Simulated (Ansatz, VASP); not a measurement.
RbBr in VASP and in Ansatz

File INCAR:

```
ALGO     = Normal         # electronic algorithm
EDIFF    = 1E-6           # SCF threshold, eV
ENCUT    = 520            # plane-wave cutoff, eV
GGA      = PS             # functional
ISIF     = 2              # what is computed and relaxed
ISMEAR   = -1             # smearing method
LASPH    = T              # aspherical terms in the spheres
LCHARG   = F              # write CHGCAR
LREAL    = F              # projectors in reciprocal space
LWAVE    = F              # write WAVECAR
NBANDS   = 15             # bands
NELM     = 60             # most SCF steps
PREC     = Accurate       # precision mode
SIGMA    = 0.03           # smearing width, eV
```

The input KPOINTS:

```
k-points
0
Gamma
  7 7 7
```

The input POSCAR:

```
RbBr
1.0
    0.0685500000      3.4617750000      3.4617750000
    3.4617750000      0.0685500000      3.4617750000
    3.4617750000      3.4617750000      0.0685500000
Rb Br
1 1
Direct
    0.0000000000      0.0000000000      0.0000000000
    0.5000000000      0.5000000000      0.5000000000
```

Input for Ansatz:

```yaml
crystal:
  lattice:
    - [0.06855, 3.461775, 3.461775]
    - [3.461775, 0.06855, 3.461775]
    - [3.461775, 3.461775, 0.06855]
  atoms:
    - { symbol: Rb, position: [0.0, 0.0, 0.0] }
    - { symbol: Br, position: [0.5, 0.5, 0.5] }
kpoints:
  mp_grid: { grid: [7, 7, 7] }
  band_path:
    path:
      - [0.0, 0.0, 0.0]
      - [0.5, 0.5, 0.5]
      - [0.2451701269, 0.5, 0.7548298731]
      - [-0.2451701269, 0.2451701269, 0.5]
      - [0.0, 0.0, 0.5]
      - [0.0, 0.0, 0.0]
      - [-0.3725850634, 0.0, 0.3725850634]
      - [0.0, 0.3725850634, 0.6274149366]
      - [0.0, 0.5, 0.5]
    npoints: 5
scf:
  occupations: { method: fermi_dirac, width: 0.03 }
hamiltonian:
  xc: pbesol
  pseudopotentials: { kind: all_electron, lapw: { basis_error: 0.001 } }
output:
  forces: true
  stress: true
  eigenvalues: true
```

Change from the starting cell: equal xy, yz and zx shear strains of +2 %.

Alike in both runs: task single point; functional PBEsol; k mesh 7 × 7 × 7; occupations fermi-dirac, width 0.03 eV; no spin polarisation.

```csv
,VASP,Ansatz
version,VASP 6.6.1,Ansatz 0.2.0
potentials or method,"VASP PAW PBE potentials, release 64 (Rb_sv, Br), cutoff 520 eV","all-electron LAPW, scalar-relativistic"
```

Ansatz gave:

```
gap on the k mesh at the Fermi level (eV)                     : 4.19
pressure (GPa)                                                : -0.1
traceless stress, the component that is largest in VASP (GPa) : -0.09
```

**Question.** Estimate VASP's values.

**Answer.** gap on the k mesh at the Fermi level (eV): 4.19; pressure (GPa): 0.0; traceless stress, the component that is largest in VASP (GPa): -0.09.

VASP's potentials were made for PBE, not for PBEsol. Ansatz ran all-electron here, and VASP with PAW potentials.
